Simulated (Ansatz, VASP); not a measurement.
PtSe2: VASP beside Ansatz

Contents of POSCAR:

```
PtSe2
1.0
    3.7270000000      0.0000000000      0.0000000000
   -1.8635000000      3.2276766799      0.0000000000
    0.0000000000      0.0000000000     30.8022381200
Se Pt
6 3
Direct
    0.6666670000      0.3333330000      0.2921865601
    0.3333330000      0.6666670000      0.3773231099
    0.6666670000      0.3333330000      0.4574725987
    0.3333330000      0.6666670000      0.5425290362
    0.6666670000      0.3333330000      0.6226785250
    0.3333330000      0.6666670000      0.7078134399
    0.0000000000      1.0000000000      0.3350777369
    1.0000000000      0.0000000000      0.5000008175
    1.0000000000      0.0000000000      0.6649238981
```

INCAR.step1

```
SYSTEM = PtSe2
PREC     = Accurate       ! precision mode
ENCUT    = 520            ! plane-wave cutoff, eV
ISMEAR   = 0              ! smearing method
SIGMA    = 0.01           ! smearing width, eV
LREAL    = .FALSE.        ! projectors in reciprocal space
LASPH    = .TRUE.         ! aspherical terms in the spheres
NELM     = 100            ! most SCF steps
LDIPOL   = .TRUE.       
IDIPOL   = 3            
DIPOL    = 0.5 0.5 0.500
NBANDS   = 43             ! bands
GGA      = PE             ! functional
ALGO     = Normal         ! electronic algorithm
EDIFF    = 1E-4           ! SCF threshold, eV
LWAVE    = .TRUE.         ! write WAVECAR
LCHARG   = .FALSE.        ! write CHGCAR
```

Contents of INCAR.step2:

```
SYSTEM = PtSe2
PREC     = Accurate       ! precision mode
ENCUT    = 520            ! plane-wave cutoff, eV
EDIFF    = 1E-7           ! SCF threshold, eV
ISMEAR   = 0              ! smearing method
SIGMA    = 0.01           ! smearing width, eV
LREAL    = .FALSE.        ! projectors in reciprocal space
LASPH    = .TRUE.         ! aspherical terms in the spheres
NELM     = 100            ! most SCF steps
ALGO     = Normal         ! electronic algorithm
ISIF     = 2              ! what is computed and relaxed
LWAVE    = .FALSE.        ! write WAVECAR
LCHARG   = .FALSE.        ! write CHGCAR
LDIPOL   = .TRUE.       
IDIPOL   = 3            
DIPOL    = 0.5 0.5 0.500
METAGGA  = R2SCAN         ! meta-GGA
LMIXTAU  = .TRUE.       
NBANDS   = 43             ! bands
ISTART   = 1
```

Contents of KPOINTS:

```
regular mesh
0
G
  10 10 1
  0 0 0
```

Input for Ansatz:

```yaml
crystal:
  lattice:
    - [3.727, 0.0, 0.0]
    - [-1.8635, 3.2276766799, 0.0]
    - [0.0, 0.0, 30.80223812]
  atoms:
    - { symbol: Se, position: [0.666667, 0.333333, 0.2921865601] }
    - { symbol: Pt, position: [0.0, 1.0, 0.3350777369] }
    - { symbol: Se, position: [0.333333, 0.666667, 0.3773231099] }
    - { symbol: Se, position: [0.666667, 0.333333, 0.4574725987] }
    - { symbol: Pt, position: [1.0, 0.0, 0.5000008175] }
    - { symbol: Se, position: [0.333333, 0.666667, 0.5425290362] }
    - { symbol: Se, position: [0.666667, 0.333333, 0.622678525] }
    - { symbol: Pt, position: [1.0, 0.0, 0.6649238981] }
    - { symbol: Se, position: [0.333333, 0.666667, 0.7078134399] }
  periodic: [true, true, false]
scf:
  occupations: { method: gaussian, width: 0.01 }
  n_extra_bands: 6
output:
  eigenvalues: true
  eigenstates:
    kpoints:
      - [0.0, 0.0, 0.0]
      - [0.125, 0.0, 0.0]
      - [0.2, 0.0, 0.0]
      - [0.225, 0.0, 0.0]
      - [0.25, 0.0, 0.0]
      - [0.275, 0.0, 0.0]
      - [0.3, 0.0, 0.0]
      - [0.05, 0.05, 0.0]
      - [0.083333, 0.083333, 0.0]
      - [0.116667, 0.116667, 0.0]
    top_band: c5
    e_range: [-2, 2.8]
  write_density: true
  write_potential: true
  elf: true
  volumetric_format: npy
kpoints:
  mp_grid: { grid: [10, 10, 1] }
hamiltonian:
  xc: r2scan
```

Alike in both runs: task single point; functional r2SCAN; k mesh 10 × 10 × 1; occupations gaussian, width 0.01 eV; no spin polarisation.

|  | VASP | Ansatz |
| --- | --- | --- |
| version | VASP 6.6.1 | Ansatz 0.2.0 |
| potentials or method | VASP PAW PBE potentials, release 64 (Se, Pt) | scalar-relativistic, plane waves, PAW |
| plane-wave cutoff (eV) | 520 | 500 |
| valence electrons in the cell | 66 | 150 |

|  | VASP | Ansatz | Ansatz less VASP |
| --- | --- | --- | --- |
| gap on the k mesh at the Fermi level (eV) | 0.24 | 0.25 | +0.011 |
| least direct gap on the mesh (eV) | 0.97 | 0.98 | +0.009 |

VASP's potentials were made for PBE, not for r2SCAN. VASP's potentials hold 66 valence electrons a cell and Ansatz's 150, so a difference there can come from the potentials and not from the codes. Ansatz's warnings: slab cell height set, structure snapped to symmetry, xc potential rough in thin density.

Neither program's run includes spin-orbit coupling.
